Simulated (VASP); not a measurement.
# SiC (ae) (F-43m) in VASP: a series of runs, part 2 of 2

VASP 6.6.1. Earlier steps stand in the parts before.

## Step 3: Relaxation of cell and atoms, PBE

This run uses another cell than the first one, of 10.63 Å³/atom, 0.929 times its volume.

File INCAR:

```
SYSTEM = SiC
ALGO = Normal
EDIFF = 1E-7
EDIFFG = -0.003
ENCUT = 600
GGA = PE
GGA_COMPAT = .False.
IBRION = 2
ISIF = 3
ISMEAR = 0
LASPH = .True.
LCHARG = .False.
LREAL = .False.
LWAVE = .False.
NELM = 120
NELMIN = 4
NSW = 50
PREC = Accurate
SIGMA = 0.02
```

File KPOINTS:

```
k-points
0
Gamma
  10 10 10
  0 0 0
```

File POSCAR:

```
SiC
1.0
    0.0000000000      2.1986316211      2.1986316211
    2.1986316211      0.0000000000      2.1986316211
    2.1986316211      2.1986316211      0.0000000000
Si C
1 1
Direct
    0.0000000000      0.0000000000      0.0000000000
    0.2500000000      0.2500000000      0.2500000000
```

Potentials or basis: VASP PAW PBE potentials, release 64 (Si, C).

Command:

```
> cat potpaw_PBE.64/Si/POTCAR potpaw_PBE.64/C/POTCAR > POTCAR
> mpirun -np 1 vasp_std > vasp.out
```

OUTCAR:

```text
SYSTEM = SiC
   EDIFF = 1E-7
   EDIFFG = -0.003
   ENCUT = 600
   GGA = PE
   IBRION = 2
   ISIF = 3
   ISMEAR = 0
   LASPH = .True.
   LREAL = .False.
   NELM = 120
   NELMIN = 4
   NSW = 50
   PREC = Accurate

 ion  position               nearest neighbor table
   1  0.000  0.000  0.000-   2 1.90   2 1.90   2 1.90   2 1.90
   2  0.250  0.250  0.250-   1 1.90   1 1.90   1 1.90   1 1.90

  LATTYP: Found a face centered cubic cell.
 ALAT       =     4.3972632422

  Lattice vectors:

 A1 = (   0.0000000000,   2.1986316211,   2.1986316211)
 A2 = (   2.1986316211,   0.0000000000,   2.1986316211)
 A3 = (   2.1986316211,   2.1986316211,   0.0000000000)

Analysis of symmetry for initial positions (statically):
=====================================================================
 Subroutine PRICEL returns:
 Original cell was already a primitive cell.

 Routine SETGRP: Setting up the symmetry group for a
 face centered cubic supercell.

 Subroutine GETGRP returns: Found 24 space group operations
 (whereof 24 operations were pure point group operations)
 out of a pool of 48 trial point group operations.

The static configuration has the point symmetry T_d .

Analysis of symmetry for dynamics (positions and initial velocities):
=====================================================================
 Subroutine PRICEL returns:
 Original cell was already a primitive cell.

 Routine SETGRP: Setting up the symmetry group for a
 face centered cubic supercell.

 Subroutine GETGRP returns: Found 24 space group operations
 (whereof 24 operations were pure point group operations)
 out of a pool of 48 trial point group operations.

The dynamic configuration has the point symmetry T_d .

 Subroutine INISYM returns: Found 24 space group operations
 (whereof 24 operations are pure point group operations),
 and found     1 'primitive' translations

[... 120 lines left out ...]
   LHFCALC =     F    Hartree Fock is set to
   AEXX    =    0.0000 exact exchange contribution
   IVDW    =     0    specifies the selected vdW correction
   LEPSILON=     F    determine dielectric tensor
   LRPA    =     F    only Hartree local field effects (RPA)
 conjugate gradient relaxation of ions
 non-spin polarized calculation
 Gauss-broadening in eV      SIGMA  =   0.02
  energy-cutoff  :      600.00
  volume of cell :       21.26
 maximum number of plane-waves:       728
 NGX is ok and might be reduce to    28
   NGX = 13   NGY = 13   NGZ = 13

--------------------------------------- Ionic step        1  -------------------------------------------

 number of electron       8.0000000 magnetization

 Free energy of the ion-electron system (eV)
  ---------------------------------------------------
  ext. energy  EPLUGINS =         0.00000000
  ---------------------------------------------------
  free energy    TOTEN  =       -15.06015690 eV

  energy without entropy =      -15.06015690  energy(sigma->0) =      -15.06015690

------------------------ aborting loop because EDIFF is reached ----------------------------------------

  FORCE on cell =-STRESS in cart. coord.  units (eV):
  Direction    XX          YY          ZZ          XY          YZ          ZX
  --------------------------------------------------------------------------------------
  -------------------------------------------------------------------------------------
  Total       -0.3536891     -0.3536891     -0.3536891     -0.0000000      0.0000000     -0.0000000
  in kB      -26.6590593    -26.6590593    -26.6590593     -0.0000000      0.0000000     -0.0000000
  external PRESSURE =     -26.6590593 kB  Pullay stress =       0.0000000 kB
[... 59 lines left out ...]
--------------------------------------- Ionic step        3  -------------------------------------------

 number of electron       8.0000000 magnetization

 Free energy of the ion-electron system (eV)
  ---------------------------------------------------
  ext. energy  EPLUGINS =         0.00000000
  ---------------------------------------------------
  free energy    TOTEN  =       -15.06245774 eV

  energy without entropy =      -15.06245774  energy(sigma->0) =      -15.06245774

 E-fermi :   8.1076     XC(G=0): -11.2951

 val. band max:        7.9499331936   @ k =   0.0000   0.0000   0.0000
 cond. band min:       9.3202546884   @ k =   0.5000   0.5000   0.0000
 fundamental gap:      1.3703214949
 Fermi energy:         8.1076060111

 k-point     1 :       0.0000    0.0000    0.0000
  band No.  band energies     occupation
      1      -7.3437      2.00000
      2       7.9499      2.00000
      3       7.9499      2.00000
      4       7.9499      2.00000
      5      14.0196      0.00000
      6      15.1614      0.00000
      7      15.1614      0.00000
      8      15.1614      0.00000
[... 243 lines left out ...]
 k-point    24 :       0.4000    0.3000    0.0000
  band No.  band energies     occupation
      1      -4.2397      2.00000
      2       2.3856      2.00000
      3       4.8269      2.00000
      4       5.3475      2.00000
      5      10.8096      0.00000
      6      13.5171      0.00000
      7      19.4223      0.00000
      8      19.7498      0.00000

 [... further k-points ...]
[... 5 lines left out ...]
  --------------------------------------------------------------------------------------
  -------------------------------------------------------------------------------------
  Total        0.0005325      0.0005325      0.0005325      0.0000000      0.0000000      0.0000000
  in kB        0.0406617      0.0406617      0.0406617      0.0000000      0.0000000      0.0000000
  external PRESSURE =       0.0406617 kB  Pullay stress =       0.0000000 kB
[... 17 lines left out ...]
  FREE ENERGIE OF THE ION-ELECTRON SYSTEM (eV)
  ---------------------------------------------------
  free  energy   TOTEN  =       -15.0624577361 eV

  energy  without entropy=      -15.0624577361  energy(sigma->0) =      -15.06245774

 reached required accuracy - stopping structural energy minimisation
```

CONTCAR:

```text
SiC
   1.00000000000000
    -0.0000000000000000    2.1891881889158795    2.1891881889158795
     2.1891881889158795    0.0000000000000000    2.1891881889158795
     2.1891881889158795    2.1891881889158795   -0.0000000000000000
  Si              C
     1     1
Direct
     0.0000000000000000    0.0000000000000000    0.0000000000000000
     0.2500000000000000    0.2500000000000000    0.2500000000000000

  0.00000000E+00  0.00000000E+00  0.00000000E+00
  0.00000000E+00  0.00000000E+00  0.00000000E+00
```

It took 28 s on 1 thread of Intel Xeon Platinum 8259CL at 2.50GHz (Skylake/Cascade Lake), shared host; peak memory 0.15 GiB.

Results:

```yaml
Free_energy: -15.0625 eV
Relaxed_volume: 10.49 Å³/atom
Relaxed_cell: a = 3.096 Å, b = 3.096 Å, c = 3.096 Å, α = 60.00°, β = 60.00°, γ = 60.00°
Space_group_after_relaxing_to_0.05_Å: F-43m (No. 216)
Energy_gained_by_relaxing: 1.2 meV/atom
Ionic_steps: 3
Pressure_after_relaxing: 0.0 GPa
Band_gap_on_the_k_mesh: 1.37 eV, indirect (least direct gap 4.53 eV)
```

Step by step:
| step | energy change (eV) | largest force (eV/Å) | pressure (GPa) | volume (Å³) |
| --- | --- | --- | --- | --- |
| 1 | 0.0000 | 0.0000 | -2.67 | 21.26 |
| 2 | 0.0000 | 0.0000 | 2.79 | 20.72 |
| 3 | -0.0023 | 0.0000 | 0.00 | 20.98 |

Final structure:
```
Si C
1.0
     0.00000    2.18919    2.18919
     2.18919    0.00000    2.18919
     2.18919    2.18919    0.00000
Si C
1 1
Direct
  0.00000 0.00000 0.00000
  0.25000 0.25000 0.25000
```
